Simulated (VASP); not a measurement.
The system is ZnSe.

```
Zn Se
1.0
     0.00000    2.83244    2.83244
     2.83244    0.00000    2.83244
     2.83244    2.83244    0.00000
Zn Se
1 1
Cartesian
  0.0000 0.0000 0.0000
  1.4162 1.4162 1.4162
```

* Program: VASP 6.6.1
* Task: relaxation of cell and atoms
* Functional: LDA
* Potentials or basis: VASP PAW LDA potentials, release 64 (Zn, Se)
* Cutoff: 600 eV
* k mesh: 8 × 8 × 8
* Occupations: gaussian, width 0.02 eV
* Spin: no spin polarisation

At the start: pressure -3.0 GPa; volume 22.72 Å³/atom.

Question: Where does the relaxation end?

Answer: Over 5 steps the energy falls by 10.4 meV/atom and the volume is 21.68 Å³/atom (-4.6 %); space group F-43m (No. 216, to 0.05 Å).

The path:
```csv
step,energy change (eV),largest force (eV/Å),pressure (GPa),volume (Å³)
1,0.0000,0.0000,-3.05,45.45
2,-0.0183,0.0000,1.16,42.66
3,-0.0208,0.0000,-0.16,43.35
4,-0.0207,0.0000,0.11,43.26
5,-0.0208,0.0000,0.02,43.35
```

Final structure:
```
Zn Se
1.0
     0.00000    2.78825    2.78825
     2.78825    0.00000    2.78825
     2.78825    2.78825    0.00000
Zn Se
1 1
Direct
  0.00000 0.00000 0.00000
  0.25000 0.25000 0.25000
```
